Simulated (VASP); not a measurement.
# BaTiO3 (Pm-3m) in VASP: a series of runs

Runs on BaTiO3. Level: PBEsol. Tasks: single point.

Everything below comes from runs of VASP 6.6.1. Logs are shortened: lines on timing, memory, paths and dates and some standing lists are left out, and cuts for length are marked.

### Step 1. The cell of the first run

Symmetry: Pm-3m, No. 221, cubic system. Conventional cell: a = 4.006 Å, b = 4.006 Å, c = 4.006 Å, α = 90.00°, β = 90.00°, γ = 90.00°. Within 3.7 Å of Ba (site symmetry m-3m) lie 12 O at 2.83 Å and 8 Ti at 3.47 Å. Ti (site symmetry m-3m) has 6 O at 2.00 Å within 2.7 Å. O (site symmetry 4/mmm) has 2 Ti at 2.00 Å within 2.7 Å.

### Step 2. Single point, PBEsol

Contents of INCAR:

```
SYSTEM = BaTiO3
  PREC = Accurate
  ENCUT = 520
  EDIFF = 1E-6
  ISMEAR = 0
  SIGMA = 0.01
  LREAL = .FALSE.
  LASPH = .TRUE.
  NELM = 80
  ALGO = Normal
  ISIF = 2
  LWAVE = .FALSE.
  LCHARG = .FALSE.
  GGA = PS
  NBANDS = 28
```

Contents of KPOINTS:

```
regular mesh
0
G
  2 2 2
  0 0 0
```

Contents of POSCAR:

```
BaTiO3
1.0
    4.0060000000      0.0000000000      0.0000000000
    0.0000000000      4.0060000000      0.0000000000
    0.0000000000      0.0000000000      4.0060000000
Ba Ti O
1 1 3
Direct
    0.5000000000      0.5000000000      0.5000000000
    0.0000000000      0.0000000000      0.0000000000
    0.5000000000      0.0000000000      0.0000000000
    0.0000000000      0.5000000000      0.0000000000
    0.0000000000      0.0000000000      0.5000000000
```

Potentials or basis: VASP PAW PBE potentials, release 64 (Ba_sv, Ti_sv, O).

The run is started by

```bash
$ cat potpaw_PBE.64/Ba_sv/POTCAR potpaw_PBE.64/Ti_sv/POTCAR potpaw_PBE.64/O/POTCAR > POTCAR
$ mpirun -np 1 vasp_std > vasp.out
```

OUTCAR:

```text
SYSTEM = BaTiO3
   PREC = Accurate
   ENCUT = 520
   EDIFF = 1E-6
   ISMEAR = 0
   LREAL = .FALSE.
   LASPH = .TRUE.
   NELM = 80
   ISIF = 2
   GGA = PS

 ion  position               nearest neighbor table
   1  0.500  0.500  0.500-   3 2.83   4 2.83   5 2.83   3 2.83   4 2.83   3 2.83   5 2.83   3 2.83
                             4 2.83   5 2.83   4 2.83   5 2.83   2 3.47   2 3.47   2 3.47   2 3.47
   2  0.000  0.000  0.000-   3 2.00   4 2.00   5 2.00   5 2.00   4 2.00   3 2.00   1 3.47   1 3.47
                             1 3.47   1 3.47   1 3.47   1 3.47   1 3.47   1 3.47
   3  0.500  0.000  0.000-   2 2.00   2 2.00   1 2.83   1 2.83   1 2.83   1 2.83
   4  0.000  0.500  0.000-   2 2.00   2 2.00   1 2.83   1 2.83   1 2.83   1 2.83
   5  0.000  0.000  0.500-   2 2.00   2 2.00   1 2.83   1 2.83   1 2.83   1 2.83

  LATTYP: Found a simple cubic cell.
 ALAT       =     4.0060000000

  Lattice vectors:

 A1 = (   4.0060000000,   0.0000000000,   0.0000000000)
 A2 = (   0.0000000000,   4.0060000000,   0.0000000000)
 A3 = (   0.0000000000,   0.0000000000,   4.0060000000)

Analysis of symmetry for initial positions (statically):
=====================================================================
 Subroutine PRICEL returns:
 Original cell was already a primitive cell.

 Routine SETGRP: Setting up the symmetry group for a
 simple cubic supercell.

 Subroutine GETGRP returns: Found 48 space group operations
 (whereof 48 operations were pure point group operations)
 out of a pool of 48 trial point group operations.

The static configuration has the point symmetry O_h .

Analysis of symmetry for dynamics (positions and initial velocities):
=====================================================================
 Subroutine PRICEL returns:
 Original cell was already a primitive cell.

 Routine SETGRP: Setting up the symmetry group for a
 simple cubic supercell.

 Subroutine GETGRP returns: Found 48 space group operations
 (whereof 48 operations were pure point group operations)
 out of a pool of 48 trial point group operations.

The dynamic configuration has the point symmetry O_h .

 Subroutine INISYM returns: Found 48 space group operations
 (whereof 48 operations are pure point group operations),
 and found     1 'primitive' translations

----------------------------------------------------------------------------------------

                                     Primitive cell

  volume of cell :      64.2884

  direct lattice vectors                    reciprocal lattice vectors
     4.006000000  0.000000000  0.000000000     0.249625562  0.000000000  0.000000000
     0.000000000  4.006000000  0.000000000     0.000000000  0.249625562  0.000000000
     0.000000000  0.000000000  4.006000000     0.000000000  0.000000000  0.249625562

  length of vectors
     4.006000000  4.006000000  4.006000000     0.249625562  0.249625562  0.249625562

  position of ions in fractional coordinates (direct lattice)
     0.500000000  0.500000000  0.500000000
     0.000000000  0.000000000  0.000000000
     0.500000000  0.000000000  0.000000000
     0.000000000  0.500000000  0.000000000
     0.000000000  0.000000000  0.500000000

  ion indices of the primitive-cell ions
   primitive index   ion index
                 1           1
                 2           2
                 3           3
                 4           4
                 5           5

----------------------------------------------------------------------------------------

 KPOINTS: regular mesh

Automatic generation of k-mesh.
 Grid dimensions read from file:
 generate k-points for:    2    2    2

 Generating k-lattice:

  Cartesian coordinates                     Fractional coordinates (reciprocal lattice)
     0.124812781  0.000000000  0.000000000     0.500000000  0.000000000  0.000000000
     0.000000000  0.124812781  0.000000000     0.000000000  0.500000000  0.000000000
     0.000000000  0.000000000  0.124812781     0.000000000  0.000000000  0.500000000

  Length of vectors
     0.124812781  0.124812781  0.124812781

  Shift w.r.t. Gamma in fractional coordinates (k-lattice)
     0.000000000  0.000000000  0.000000000

 Subroutine IBZKPT returns following result:
 ===========================================

 Found      4 irreducible k-points:

 Following reciprocal coordinates:
            Coordinates               Weight
  0.000000  0.000000  0.000000      1.000000
  0.500000  0.000000  0.000000      3.000000
  0.500000  0.500000  0.000000      3.000000
  0.500000  0.500000  0.500000      1.000000
   k-points           NKPTS =      4   k-points in BZ     NKDIM =      4   number of bands    NBANDS=     28
   number of dos      NEDOS =    301   number of ions     NIONS =      5
   total plane-waves  NPLWV =  27000
   dimension x,y,z NGX =    30 NGY =   30 NGZ =   30
   dimension x,y,z NGXF=    60 NGYF=   60 NGZF=   60
   ions per type =               1   1   3
   NGX,Y,Z   is equivalent  to a cutoff of  12.45, 12.45, 12.45 a.u.
   NGXF,Y,Z  is equivalent  to a cutoff of  24.90, 24.90, 24.90 a.u.
 SYSTEM =  BaTiO3
   PREC   = accura    normal or accurate (medium, high low for compatibility)
   ISTART =      0    job   : 0-new  1-cont  2-samecut
   ICHARG =      2    charge: 1-file 2-atom 10-const
   ISPIN  =      1    spin polarized calculation?
   LNONCOLLINEAR =      F non collinear calculations
   LSORBIT =      F    spin-orbit coupling
   LASPH  =      T    aspherical Exc in radial PAW
   ENCUT  =  520.0 eV  38.22 Ry    6.18 a.u.   7.45  7.45  7.45*2*pi/ulx,y,z
   NELM   =     80;   NELMIN=  2; NELMDL= -5     # of ELM steps
   EDIFF  = 0.1E-05   stopping-criterion for ELM
   LREAL  =      F    real-space projection
   EDIFFG = 0.1E-04   stopping-criterion for IOM
   NSW    =      0    number of steps for IOM
   IBRION =     -1    ionic relax: 0-MD 1-quasi-New 2-CG
   NFREE  =      0    steps in history (QN), initial steepest desc. (CG)
   ISIF   =      2    stress and relaxation
   ISYM   =      2    0-nonsym 1-usesym 2-fastsym
   POTIM  = 0.5000    time-step for ionic-motion
   TEBEG  =    0.0;   TEEND  =   0.0 temperature during run
   PSTRESS=    0.0 pullay stress
   NELECT =      40.0000    total number of electrons
   NUPDOWN=      -1.0000    fix difference up-down
   EMIN   =  10.00;   EMAX   =-10.00  energy-range for DOS
   EFERMI =   0.00;   METHOD = LEGACY
   ISMEAR =     0;   SIGMA  =   0.01  broadening in eV -4-tet -1-fermi 0-gaus
   EFERMI_NEDOS =   21; number of points for ismear=-14 and -15
   IALGO  =     38    algorithm
   IMIX   =      4    mixing-type and parameters
     AMIX     =   0.40;   BMIX     =  1.00
     AMIX_MAG =   1.60;   BMIX_MAG =  1.00
  volume/ion in A,a.u.               =      12.86        86.77
  Fermi-wavevector in a.u.,A,eV,Ry     =   1.397603  2.641087 26.576187  1.953295
  Thomas-Fermi vector in A             =   2.520843
   LORBIT       =      0    0 simple, 1 ext, 2 COOP (PROOUT), +10 PAW based schemes
   GGA     = PS    functional components
   LHFCALC =     F    Hartree Fock is set to
   AEXX    =    0.0000 exact exchange contribution
   IVDW    =     0    specifies the selected vdW correction
   LEPSILON=     F    determine dielectric tensor
   LRPA    =     F    only Hartree local field effects (RPA)
 non-spin polarized calculation
 Gauss-broadening in eV      SIGMA  =   0.01
  energy-cutoff  :      520.00
  volume of cell :       64.29
 maximum number of plane-waves:      1750
 NGX is ok and might be reduce to    30
   NGX = 15   NGY = 15   NGZ = 15

 number of electron      39.9999976 magnetization

 Free energy of the ion-electron system (eV)
  ---------------------------------------------------
  ext. energy  EPLUGINS =         0.00000000
  ---------------------------------------------------
  free energy    TOTEN  =       -41.17592895 eV

  energy without entropy =      -41.17592895  energy(sigma->0) =      -41.17592895

 E-fermi :   3.9808     XC(G=0): -11.5027

 val. band max:        3.7968778088   @ k =   0.5000   0.5000   0.5000
 cond. band min:       5.1030160817   @ k =   0.0000   0.0000   0.0000
 fundamental gap:      1.3061382728
 Fermi energy:         3.9808305517

 k-point     1 :       0.0000    0.0000    0.0000
  band No.  band energies     occupation
      1     -53.1015      2.00000
      2     -29.4023      2.00000
      3     -29.4023      2.00000
      4     -29.4023      2.00000
      5     -21.0651      2.00000
      6     -13.0320      2.00000
      7     -12.3312      2.00000
      8     -12.3312      2.00000
      9      -6.2459      2.00000
     10      -6.2459      2.00000
     11      -6.2459      2.00000
     12       1.4238      2.00000
     13       1.4238      2.00000
     14       1.4238      2.00000
     15       2.6786      2.00000
     16       2.6786      2.00000
     17       2.6786      2.00000
     18       3.6458      2.00000
     19       3.6458      2.00000
     20       3.6458      2.00000
     21       5.1030      0.00000
     22       5.1030      0.00000
     23       5.1030      0.00000
     24       7.2790      0.00000
     25       7.2790      0.00000
     26       8.6117      0.00000
     27       8.6117      0.00000
     28      10.8685      0.00000

 k-point     2 :       0.5000    0.0000    0.0000
  band No.  band energies     occupation
      1     -53.1006      2.00000
      2     -29.4515      2.00000
      3     -29.4004      2.00000
      4     -29.4004      2.00000
      5     -20.9449      2.00000
      6     -13.2691      2.00000
      7     -12.2924      2.00000
      8     -12.0381      2.00000
      9      -6.0738      2.00000
     10      -6.0738      2.00000
     11      -5.8085      2.00000
     12      -0.3399      2.00000
     13       0.9304      2.00000
     14       0.9304      2.00000
     15       1.7725      2.00000
     16       1.8053      2.00000
     17       1.8523      2.00000
     18       1.8523      2.00000
     19       3.0614      2.00000
     20       3.0614      2.00000
     21       5.2519      0.00000
     22       6.9248      0.00000
     23       6.9248      0.00000
     24       7.2867      0.00000
     25       9.3631      0.00000
     26      10.7186      0.00000
     27      11.1990      0.00000
     28      11.8212      0.00000

 k-point     3 :       0.5000    0.5000    0.0000
  band No.  band energies     occupation
      1     -53.0996      2.00000
      2     -29.4482      2.00000
      3     -29.4482      2.00000
      4     -29.3985      2.00000
      5     -20.8670      2.00000
      6     -12.6613      2.00000
      7     -12.2865      2.00000
      8     -12.2865      2.00000
      9      -6.2684      2.00000
     10      -6.2684      2.00000
     11      -5.8599      2.00000
     12      -0.6395      2.00000
     13      -0.4030      2.00000
     14      -0.2129      2.00000
     15       0.9752      2.00000
     16       0.9752      2.00000
     17       2.0134      2.00000
     18       2.8979      2.00000
     19       2.8979      2.00000
     20       3.7033      2.00000
     21       6.9215      0.00000
     22       6.9215      0.00000
     23       7.3013      0.00000
     24       8.1630      0.00000
     25      11.1655      0.00000
     26      11.4661      0.00000
     27      11.8596      0.00000
     28      13.5381      0.00000

 k-point     4 :       0.5000    0.5000    0.5000
  band No.  band energies     occupation
      1     -53.0986      2.00000
      2     -29.4459      2.00000
      3     -29.4459      2.00000
      4     -29.4459      2.00000
      5     -20.7993      2.00000
      6     -12.0994      2.00000
      7     -12.0994      2.00000
      8     -12.0994      2.00000
      9      -6.9786      2.00000
     10      -6.9786      2.00000
     11      -6.9786      2.00000
     12      -0.7936      2.00000
     13      -0.1959      2.00000
     14      -0.1959      2.00000
     15       1.2754      2.00000
     16       1.2754      2.00000
     17       1.2754      2.00000
     18       3.7969      2.00000
     19       3.7969      2.00000
     20       3.7969      2.00000
     21       7.5839      0.00000
     22       7.5839      0.00000
     23       7.5839      0.00000
     24      10.3194      0.00000
     25      10.3194      0.00000
     26      10.3194      0.00000
     27      11.1663      0.00000
     28      11.1663      0.00000

------------------------ aborting loop because EDIFF is reached ----------------------------------------

  FORCE on cell =-STRESS in cart. coord.  units (eV):
  Direction    XX          YY          ZZ          XY          YZ          ZX
  --------------------------------------------------------------------------------------
  -------------------------------------------------------------------------------------
  Total       -0.1011280     -0.1011280     -0.1011280      0.0000000      0.0000000      0.0000000
  in kB       -2.5202812     -2.5202812     -2.5202812      0.0000000      0.0000000      0.0000000
  external PRESSURE =      -2.5202812 kB  Pullay stress =       0.0000000 kB

 VOLUME and BASIS-vectors are now :
 -----------------------------------------------------------------------------
  energy-cutoff  :      520.00
  volume of cell :       64.29
      direct lattice vectors                 reciprocal lattice vectors
     4.006000000  0.000000000  0.000000000     0.249625562  0.000000000  0.000000000
     0.000000000  4.006000000  0.000000000     0.000000000  0.249625562  0.000000000
     0.000000000  0.000000000  4.006000000     0.000000000  0.000000000  0.249625562

 POSITION                                       TOTAL-FORCE (eV/Angst)
 -----------------------------------------------------------------------------------
      2.00300      2.00300      2.00300         0.000000      0.000000      0.000000
      0.00000      0.00000      0.00000         0.000000      0.000000      0.000000
      2.00300      0.00000      0.00000         0.000000      0.000000      0.000000
      0.00000      2.00300      0.00000         0.000000      0.000000      0.000000
      0.00000      0.00000      2.00300         0.000000      0.000000      0.000000
 -----------------------------------------------------------------------------------
    total drift:                               -0.000000     -0.000000      0.000000

  FREE ENERGIE OF THE ION-ELECTRON SYSTEM (eV)
  ---------------------------------------------------
  free  energy   TOTEN  =       -41.1759289492 eV

  energy  without entropy=      -41.1759289492  energy(sigma->0) =      -41.17592895
```

It took 6.1 s on 1 thread of AMD EPYC 9R45 (Zen 5), shared host; peak memory 0.14 GiB.

Results:

```
Free energy            : -41.1759 eV
Pressure               : -0.3 GPa
Band gap on the k mesh : 1.31 eV, indirect (least direct gap 1.46 eV)
```

Caveat: the k points lie up to 0.78 Å⁻¹ apart; the PAW data sets were made with another functional, which shifts forces and pressure a little; spin-orbit coupling is left out, which moves the levels of the heavy elements. Expect the measured gap to be larger: semilocal functionals such as PBEsol lack the derivative discontinuity.

### Step 3. Single point, PBEsol

Contents of INCAR:

```
SYSTEM = BaTiO3
ALGO = Normal
EDIFF = 1E-7
ENCUT = 520
GGA = PS
ISIF = 2
ISMEAR = 0
LASPH = .TRUE.
LCHARG = .FALSE.
LREAL = .FALSE.
LWAVE = .FALSE.
NBANDS = 28
NELM = 80
PREC = Accurate
SIGMA = 0.01
```

Contents of KPOINTS:

```
k-points
0
G
  3 3 3
  0 0 0
```

POSCAR is that of step 2.

Potentials or basis: VASP PAW PBE potentials, release 64 (Ba_sv, Ti_sv, O).

The run is started by

```bash
$ cat potpaw_PBE.64/Ba_sv/POTCAR potpaw_PBE.64/Ti_sv/POTCAR potpaw_PBE.64/O/POTCAR > POTCAR
$ mpirun -np 1 vasp_std > vasp.out
```

Wall time 7.1 s (1 thread of AMD EPYC 9R45 (Zen 5), shared host); peak memory 0.13 GiB.

The run converged. Its results:

```
Free energy            : -41.8713 eV
Pressure               : -2.5 GPa
Band gap on the k mesh : 1.76 eV, direct
```

Levels at points of the mesh, in eV from the valence-band top:
```tsv
k point	band 16	band 17	band 18	band 19	band 20	band 21	band 22	band 23	band 24	band 25
(0.00, 0.00, 0.00)	-0.96	-0.96	0.00	0.00	0.00	1.76	1.76	1.76	3.97	3.97
```

Caveat: the k points lie up to 0.52 Å⁻¹ apart; the PAW data sets were made with another functional, which shifts forces and pressure a little; spin-orbit coupling is left out, which moves the levels of the heavy elements.

(Part 1 of 2 ends here.)
